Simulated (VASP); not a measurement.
# Sn (I4/mmm) in VASP: single point with PBEsol

Aim: the single point of Sn with PBEsol.

All numbers are computed with VASP 6.6.1; they aren't measurements. Logs are shortened: lines on timing, memory, paths and dates and some standing lists are left out, and cuts for length are marked.

## (1) The cell of the first run

It takes space group I4/mmm (No. 139, tetragonal). The conventional cell has a = 3.931 Å, b = 3.931 Å, c = 3.789 Å, α = 90.00°, β = 90.00°, γ = 90.00°. Sn (site symmetry 4/mmm) has 14 Sn at 3.36 to 3.93 Å within 4.4 Å.

## (2) Single point, PBEsol (strain +0.0375 x Voigt [1, 1, 0, 0, 0, 0])

The input, INCAR:

```
PREC = Accurate
ENCUT = 520
EDIFF = 1E-7
ISMEAR = 0
SIGMA = 0.15
LREAL = False
LASPH = True
NELM = 60
ALGO = Fast
ISIF = 2
LWAVE = False
LCHARG = True
GGA = PS
LELF = True
LVHAR = True
NBANDS = 13
```

The input, KPOINTS:

```
regular mesh
0
Gamma
  18 18 18
```

The input, POSCAR:

```
Sn
1.0
   -1.9657012624      1.9657012624      1.8946518192
    1.9657012624     -1.9657012624      1.8946518192
    1.9657012624      1.9657012624     -1.8946518192
Sn
1
Direct
    0.0000000000      0.0000000000      0.0000000000
```

Potentials or basis: VASP PAW PBE potentials, release 64 (Sn_d).

The run is started by

```bash
$ cat potpaw_PBE.64/Sn_d/POTCAR > POTCAR
$ mpirun -np 1 vasp_std > vasp.out
```

OUTCAR:

```text
PREC = Accurate
   ENCUT = 520
   EDIFF = 1E-7
   ISMEAR = 0
   LREAL = False
   LASPH = True
   NELM = 60
   ISIF = 2
   GGA = PS

 ion  position               nearest neighbor table
   1  0.000  0.000  0.000-

  LATTYP: Found a body centered tetragonal cell.
 ALAT       =     3.9314025248
 C/A-ratio  =     0.9638554217

  Lattice vectors:

 A1 = (  -1.9657012624,   1.9657012624,   1.8946518192)
 A2 = (   1.9657012624,  -1.9657012624,   1.8946518192)
 A3 = (   1.9657012624,   1.9657012624,  -1.8946518192)

Analysis of symmetry for initial positions (statically):
=====================================================================
 Subroutine PRICEL returns:
 Original cell was already a primitive cell.

 Routine SETGRP: Setting up the symmetry group for a
 body centered tetragonal supercell.

 Subroutine GETGRP returns: Found 16 space group operations
 (whereof 16 operations were pure point group operations)
 out of a pool of 16 trial point group operations.

The static configuration has the point symmetry D_4h.

Analysis of symmetry for dynamics (positions and initial velocities):
=====================================================================
 Subroutine PRICEL returns:
 Original cell was already a primitive cell.

 Routine SETGRP: Setting up the symmetry group for a
 body centered tetragonal supercell.

 Subroutine GETGRP returns: Found 16 space group operations
 (whereof 16 operations were pure point group operations)
 out of a pool of 16 trial point group operations.

The dynamic configuration has the point symmetry D_4h.

 Subroutine INISYM returns: Found 16 space group operations
 (whereof 16 operations are pure point group operations),
 and found     1 'primitive' translations

----------------------------------------------------------------------------------------

                                     Primitive cell

  volume of cell :      29.2836

  direct lattice vectors                    reciprocal lattice vectors
    -1.965701262  1.965701262  1.894651819     0.000000000  0.254362150  0.263900731
     1.965701262 -1.965701262  1.894651819     0.254362150  0.000000000  0.263900731
     1.965701262  1.965701262 -1.894651819     0.254362150  0.254362150  0.000000000

  length of vectors
     3.364174256  3.364174256  3.364174256     0.366529261  0.366529261  0.359722403

  position of ions in fractional coordinates (direct lattice)
     0.000000000  0.000000000  0.000000000

  ion indices of the primitive-cell ions
   primitive index   ion index
[... 77 lines left out ...]
   IBRION =     -1    ionic relax: 0-MD 1-quasi-New 2-CG
   NFREE  =      0    steps in history (QN), initial steepest desc. (CG)
   ISIF   =      2    stress and relaxation
   ISYM   =      2    0-nonsym 1-usesym 2-fastsym
   POTIM  = 0.5000    time-step for ionic-motion
   TEBEG  =    0.0;   TEEND  =   0.0 temperature during run
   PSTRESS=    0.0 pullay stress
   NELECT =      14.0000    total number of electrons
   NUPDOWN=      -1.0000    fix difference up-down
   EMIN   =  10.00;   EMAX   =-10.00  energy-range for DOS
   EFERMI =   0.00;   METHOD = LEGACY
   ISMEAR =     0;   SIGMA  =   0.15  broadening in eV -4-tet -1-fermi 0-gaus
   EFERMI_NEDOS =   21; number of points for ismear=-14 and -15
   IALGO  =     68    algorithm
   IMIX   =      4    mixing-type and parameters
     AMIX     =   0.40;   BMIX     =  1.00
     AMIX_MAG =   1.60;   BMIX_MAG =  1.00
  volume/ion in A,a.u.               =      29.28       197.62
  Fermi-wavevector in a.u.,A,eV,Ry     =   1.280096  2.419032 22.295145  1.638647
  Thomas-Fermi vector in A             =   2.412544
   LORBIT       =      0    0 simple, 1 ext, 2 COOP (PROOUT), +10 PAW based schemes
   GGA     = PS    functional components
   LHFCALC =     F    Hartree Fock is set to
   AEXX    =    0.0000 exact exchange contribution
   IVDW    =     0    specifies the selected vdW correction
   LEPSILON=     F    determine dielectric tensor
   LRPA    =     F    only Hartree local field effects (RPA)
 non-spin polarized calculation
 RMM-DIIS sequential band-by-band and
 Gauss-broadening in eV      SIGMA  =   0.15
  energy-cutoff  :      520.00
  volume of cell :       29.28
 maximum number of plane-waves:       808
 NGX is ok and might be reduce to    28
   NGX = 13   NGY = 13   NGZ = 13

 number of electron      14.0000004 magnetization

 Free energy of the ion-electron system (eV)
  ---------------------------------------------------
  ext. energy  EPLUGINS =         0.00000000
  ---------------------------------------------------
  free energy    TOTEN  =        -4.18328696 eV

  energy without entropy =       -4.17717530  energy(sigma->0) =       -4.18023113

 E-fermi :   7.0569     XC(G=0): -10.1605

 val. band max:        7.0369117515   @ k =  -0.3889  -0.3889   0.3889
 cond. band min:       7.0609886662   @ k =  -0.1667  -0.2778   0.1111
 fundamental gap:      0.0240769147
 Fermi energy:         7.0569067414

 k-point     1 :       0.0000    0.0000    0.0000
  band No.  band energies     occupation
      1     -14.3581      2.00000
      2     -14.3508      2.00000
      3     -14.3508      2.00000
      4     -14.2512      2.00000
      5     -14.2352      2.00000
      6      -3.5185      2.00000
      7      14.2605      0.00000
      8      14.2605      0.00000
      9      14.4896      0.00000
     10      18.8230      0.00000
     11      18.9007      0.00000
     12      18.9007      0.00000
     13      19.3403      0.00000
[... 354 lines left out ...]
  band No.  band energies     occupation
      1     -14.3644      2.00000
      2     -14.3381      2.00000
      3     -14.2926      2.00000
      4     -14.2564      2.00000
      5     -14.2429      2.00000
      6      -2.6981      2.00000
      7      10.1249      0.00000
      8      12.0232      0.00000
      9      13.2127      0.00000
     10      16.2170      0.00000
     11      16.9193      0.00000
     12      18.8070      0.00000
     13      20.9588      0.00000

 [... further k-points ...]
[... 5 lines left out ...]
  --------------------------------------------------------------------------------------
  -------------------------------------------------------------------------------------
  Total       -0.8433908     -0.8433908     -0.9700510      0.0000000      0.0000000      0.0000000
  in kB      -46.1439779    -46.1439779    -53.0738631      0.0000000      0.0000000      0.0000000
  external PRESSURE =     -48.4539396 kB  Pullay stress =       0.0000000 kB

 VOLUME and BASIS-vectors are now :
 -----------------------------------------------------------------------------
  energy-cutoff  :      520.00
  volume of cell :       29.28
      direct lattice vectors                 reciprocal lattice vectors
    -1.965701262  1.965701262  1.894651819     0.000000000  0.254362150  0.263900731
     1.965701262 -1.965701262  1.894651819     0.254362150  0.000000000  0.263900731
     1.965701262  1.965701262 -1.894651819     0.254362150  0.254362150  0.000000000

 POSITION                                       TOTAL-FORCE (eV/Angst)
 -----------------------------------------------------------------------------------
      0.00000      0.00000      0.00000         0.000000      0.000000     -0.000000
 -----------------------------------------------------------------------------------
    total drift:                               -0.000000     -0.000000      0.000000

  FREE ENERGIE OF THE ION-ELECTRON SYSTEM (eV)
  ---------------------------------------------------
  free  energy   TOTEN  =        -4.1832869582 eV

  energy  without entropy=       -4.1771753034  energy(sigma->0) =       -4.18023113
```

OSZICAR:

```text
N       E                     dE             d eps       ncg     rms          rms(c)
DAV:   1     0.816140951959E+02    0.81614E+02   -0.71911E+03 12836   0.157E+03
DAV:   2     0.178932115813E+01   -0.79825E+02   -0.77231E+02 13285   0.343E+02
DAV:   3    -0.407196403992E+01   -0.58613E+01   -0.58397E+01 14931   0.745E+01
DAV:   4    -0.419720938134E+01   -0.12525E+00   -0.12522E+00 14793   0.117E+01
DAV:   5    -0.420155754502E+01   -0.43482E-02   -0.43481E-02 16124   0.213E+00    0.118E+00
RMM:   6    -0.418728741838E+01    0.14270E-01   -0.14775E-02 15738   0.160E+00    0.656E-01
RMM:   7    -0.418341981646E+01    0.38676E-02   -0.99952E-03 15512   0.117E+00    0.108E-01
RMM:   8    -0.418324622017E+01    0.17360E-03   -0.87989E-04 17177   0.447E-01    0.270E-02
RMM:   9    -0.418328369161E+01   -0.37471E-04   -0.37077E-04 19081   0.180E-01    0.219E-02
RMM:  10    -0.418328486962E+01   -0.11780E-05   -0.59495E-05 16693   0.115E-01    0.432E-03
RMM:  11    -0.418328668161E+01   -0.18120E-05   -0.32715E-05 20275   0.572E-02    0.774E-03
RMM:  12    -0.418328733810E+01   -0.65649E-06   -0.44752E-06 19718   0.200E-02    0.110E-02
RMM:  13    -0.418328710870E+01    0.22940E-06   -0.84552E-07 16388   0.122E-02    0.444E-03
RMM:  14    -0.418328700379E+01    0.10492E-06   -0.21390E-07  9176   0.474E-03    0.175E-03
RMM:  15    -0.418328695820E+01    0.45590E-07   -0.59073E-08  8163   0.295E-03
   1 F= -.41832870E+01 E0= -.41802311E+01  d E =-.611165E-02
```

stdout:

```text
POSCAR found type information on POSCAR Sn
 POSCAR found :  1 types and       1 ions
 scaLAPACK will be used
 -----------------------------------------------------------------------------
|                                                                             |
|                                                                             |
[... 24 lines left out ...]
WARNING in EDDRMM: call to ZHEGV failed, returncode =   8  4     12
WARNING in EDDRMM: call to ZHEGV failed, returncode =   6  3     12
WARNING in EDDRMM: call to ZHEGV failed, returncode =   6  3     10
WARNING in EDDRMM: call to ZHEGV failed, returncode =   6  3     13
 num prob RMM:  14    -0.418328700379E+01    0.10492E-06   -0.21390E-07  9176   0.474E-03    0.175E-03
WARNING in EDDRMM: call to ZHEGV failed, returncode =   6  3     12
```

It took 5.8 min on 1 thread of AMD EPYC 7R43 (Zen 3), shared host; peak memory 0.25 GiB.

Results:

| Item | Value |
| --- | --- |
| Free energy | -4.1833 eV |
| Pressure | -4.8 GPa |
| Band gap on the k mesh | zero (band 7 reaches 14.26 eV, above the bottom of band 8 at 4.86 eV) |

Levels at points of the mesh, in eV from the Fermi level:
```tsv
k point	band 3	band 4	band 5	band 6	band 7	band 8	band 9	band 10	band 11	band 12
(0.00, 0.00, 0.00)	-21.41	-21.31	-21.29	-10.58	7.20	7.20	7.43	11.77	11.84	11.84
(0.50, 0.00, 0.00)	-21.31	-21.30	-21.23	-6.28	-4.02	3.23	4.96	7.38	7.84	14.37
(0.50, 0.50, 0.00)	-21.31	-21.31	-21.24	-6.50	-4.12	3.65	5.56	7.90	8.42	13.71
(0.50, 0.50, 0.50)	-21.25	-21.25	-21.24	-2.94	-0.61	-0.61	0.04	3.71	4.06	17.84
```

Caveat: the cell differs from its parent crystal (strain +0.0375 x Voigt [1, 1, 0, 0, 0, 0]); the PAW data sets were made with another functional, which shifts forces and pressure a little; spin-orbit coupling is left out, which moves the levels of the heavy elements.
